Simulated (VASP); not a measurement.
# TaVN2 (P4/mmm) in VASP: a series of runs, part 2 of 2

VASP 6.6.1. The steps go on from the part before.

## (5) Single point, LDA, collinear spin, ferromagnetic start (volume scaled by 1.02)

The input, INCAR:

```
SYSTEM = TaVN2
PREC = Accurate
ENCUT = 600
EDIFF = 1E-6
ISMEAR = -1
SIGMA = 0.05
LREAL = .False.
LASPH = .True.
NELM = 200
ALGO = Normal
ISIF = 2
LWAVE = .False.
LCHARG = .False.
ISPIN = 2
MAGMOM = 0 2 0 0
LORBIT = 11
LMAXMIX = 4
NBANDS = 29
GGA_COMPAT = .False.
```

The input, KPOINTS:

```
Automatic mesh
0
Gamma
  9 9 6
  0 0 0
```

The input, POSCAR:

```
TaVN2
1.0
    3.0700653833      0.0000000000      0.0000000000
    0.0000000000      3.0700653833      0.0000000000
    0.0000000000      0.0000000000      4.3245135709
Ta V N
1 1 2
Direct
    0.0000000000      0.0000000000      0.0000000000
    0.5000000000      0.5000000000      0.5000000000
    0.5000000000      0.5000000000      0.0000000000
    0.0000000000      0.0000000000      0.5000000000
```

Potentials or basis: VASP PAW LDA potentials, release 64 (Ta_pv, V_sv, N).

Command:

```sh
$ cat potpaw_LDA.64/Ta_pv/POTCAR potpaw_LDA.64/V_sv/POTCAR potpaw_LDA.64/N/POTCAR > POTCAR
$ mpirun -np 1 vasp_std > vasp.out
```

OUTCAR:

```text
SYSTEM = TaVN2
   PREC = Accurate
   ENCUT = 600
   EDIFF = 1E-6
   ISMEAR = -1
   LREAL = .False.
   LASPH = .True.
   NELM = 200
   ISIF = 2
   ISPIN = 2
   LORBIT = 11

 ion  position               nearest neighbor table
   1  0.000  0.000  0.000-   4 2.16   4 2.16   3 2.17   3 2.17   3 2.17   3 2.17   2 3.06   2 3.06
                             2 3.06   2 3.06   2 3.06   2 3.06   2 3.06   2 3.06
   2  0.500  0.500  0.500-   3 2.16   3 2.16   4 2.17   4 2.17   4 2.17   4 2.17   1 3.06   1 3.06
                             1 3.06   1 3.06   1 3.06   1 3.06   1 3.06   1 3.06
   3  0.500  0.500  0.000-   2 2.16   2 2.16   1 2.17   1 2.17   1 2.17   1 2.17
   4  0.000  0.000  0.500-   1 2.16   1 2.16   2 2.17   2 2.17   2 2.17   2 2.17

  LATTYP: Found a simple tetragonal cell.
 ALAT       =     3.0700653833
 C/A-ratio  =     1.4086063425

  Lattice vectors:

 A1 = (   3.0700653833,   0.0000000000,   0.0000000000)
 A2 = (   0.0000000000,   3.0700653833,   0.0000000000)
 A3 = (   0.0000000000,   0.0000000000,   4.3245135709)

Analysis of symmetry for initial positions (statically):
=====================================================================
 Subroutine PRICEL returns:
 Original cell was already a primitive cell.

 Routine SETGRP: Setting up the symmetry group for a
 simple tetragonal supercell.

 Subroutine GETGRP returns: Found 16 space group operations
 (whereof 16 operations were pure point group operations)
 out of a pool of 16 trial point group operations.

The static configuration has the point symmetry D_4h.

Analysis of symmetry for dynamics (positions and initial velocities):
=====================================================================
 Subroutine PRICEL returns:
 Original cell was already a primitive cell.

 Routine SETGRP: Setting up the symmetry group for a
 simple tetragonal supercell.

 Subroutine GETGRP returns: Found 16 space group operations
 (whereof 16 operations were pure point group operations)
 out of a pool of 16 trial point group operations.

The dynamic configuration has the point symmetry D_4h.

Analysis of structural, dynamic, and magnetic symmetry:
[... 159 lines left out ...]
  free energy    TOTEN  =       -45.46664996 eV

  energy without entropy =      -45.44072996  energy(sigma->0) =      -45.45368996

 E-fermi :   9.6991     XC(G=0): -13.5020

 val. band max:        9.6985712921   @ k =   0.1111   0.1111   0.3333
 cond. band min:       9.7007141867   @ k =   0.2222   0.0000   0.3333
 fundamental gap:      0.0021428946
 Fermi energy:         9.6990500475

 spin component 1

 k-point     1 :       0.0000    0.0000    0.0000
  band No.  band energies     occupation
      1     -54.7203      1.00000
      2     -29.0348      1.00000
      3     -28.9560      1.00000
      4     -28.9560      1.00000
      5     -26.0977      1.00000
      6     -25.8984      1.00000
[... 757 lines left out ...]
     28      20.6550      0.00000
     29      21.0991      0.00000

 [... further k-points ...]

 spin component 2

 k-point     1 :       0.0000    0.0000    0.0000
  band No.  band energies     occupation
      1     -54.6324      1.00000
      2     -28.9418      1.00000
      3     -28.8750      1.00000
      4     -28.8750      1.00000
      5     -26.1003      1.00000
      6     -25.9002      1.00000
[... 757 lines left out ...]
     28      20.6679      0.00000
     29      21.1005      0.00000

 [... further k-points ...]
[... 5 lines left out ...]
  --------------------------------------------------------------------------------------
  -------------------------------------------------------------------------------------
  Total       -5.7499201     -5.7499201     -6.4104145      0.0000000     -0.0000000      0.0000000
  in kB     -226.0163619   -226.0163619   -251.9789037      0.0000000     -0.0000000      0.0000000
  external PRESSURE =    -234.6705425 kB  Pullay stress =       0.0000000 kB

 VOLUME and BASIS-vectors are now :
 -----------------------------------------------------------------------------
  energy-cutoff  :      600.00
  volume of cell :       40.76
      direct lattice vectors                 reciprocal lattice vectors
     3.070065383  0.000000000  0.000000000     0.325725962  0.000000000  0.000000000
     0.000000000  3.070065383  0.000000000     0.000000000  0.325725962  0.000000000
     0.000000000  0.000000000  4.324513571     0.000000000  0.000000000  0.231239880

 POSITION                                       TOTAL-FORCE (eV/Angst)
 -----------------------------------------------------------------------------------
      0.00000      0.00000      0.00000         0.000000      0.000000      0.000000
      1.53503      1.53503      2.16226         0.000000      0.000000      0.000000
      1.53503      1.53503      0.00000         0.000000      0.000000      0.000000
      0.00000      0.00000      2.16226         0.000000      0.000000      0.000000
 -----------------------------------------------------------------------------------
    total drift:                                0.000000      0.000000      0.000000

  FREE ENERGIE OF THE ION-ELECTRON SYSTEM (eV)
  ---------------------------------------------------
  free  energy   TOTEN  =       -45.4666499631 eV

  energy  without entropy=      -45.4407299639  energy(sigma->0) =      -45.45368996

 total charge

# of ion       s       p       d       tot
------------------------------------------
    1        0.292   6.251   2.384   8.926
    2        2.200   6.201   3.135  11.536
    3        1.216   2.497   0.000   3.713
    4        1.217   2.449   0.000   3.666
--------------------------------------------------
tot          4.925  17.398   5.519  27.841

 magnetization (x)

# of ion       s       p       d       tot
------------------------------------------
    1        0.000  -0.000  -0.005  -0.005
    2        0.000   0.000   0.092   0.092
    3        0.000   0.002   0.000   0.002
    4       -0.000   0.000   0.000   0.000
--------------------------------------------------
tot          0.001   0.002   0.087   0.090
```

stdout:

```text
POSCAR found type information on POSCAR TaV N
 POSCAR found :  3 types and       4 ions
 scaLAPACK will be used
 LDA part: xc-table for (Slater(with rela. corr.)+CA(PZ))
 , standard interpolation
 POSCAR, INCAR and KPOINTS ok, starting setup
 FFT: planning ... GRIDC
 FFT: planning ... GRID_SOFT
 FFT: planning ... GRID
 WAVECAR not read
 entering main loop
```

Run time: 99 s. Hardware: 1 thread of Intel Xeon 6975P-C (Granite Rapids), shared host; peak memory 0.26 GiB.

What came out:

- Free energy: -45.4666 eV
- Pressure: -23.5 GPa
- Net moment: 0.10 μB per cell
- Site moments: Ta -0.01; V +0.09; N +0.00 μB
- Valence electrons inside the program's atomic spheres: Ta 8.93; V 11.54; N 3.71, 3.67

Stress tensor (GPa, compression positive):
```
-22.60   0.00   0.00
  0.00 -22.60   0.00
  0.00   0.00 -25.20
```

Caveat: spin-orbit coupling is left out, which moves the levels of the heavy elements.

## (6) Summary

```csv
cell,gap on the mesh (eV),pressure (GPa),moment (μB)
"a = 2.988, b = 2.988, c = 4.208 Å, 4 atoms",none,2.3,0.01
"a = 3.029, b = 3.029, c = 4.267 Å, 4 atoms",none,-12.0,0.00
"a = 3.050, b = 3.050, c = 4.296 Å, 4 atoms",none,-18.0,0.00
"a = 3.070, b = 3.070, c = 4.325 Å, 4 atoms",none,-23.5,0.10
```

Alike in all rows: task single point; level LDA; potentials or basis VASP PAW LDA potentials, release 64 (Ta_pv, V_sv, N); spin collinear, ferromagnetic start; k mesh 9 × 9 × 6; cutoff (eV) 600; smearing fermi-dirac 0.05 eV.

Caveats: spin-orbit coupling is left out, which moves the levels of the heavy elements.

Absolute energies hang on the potentials; compare differences alone.
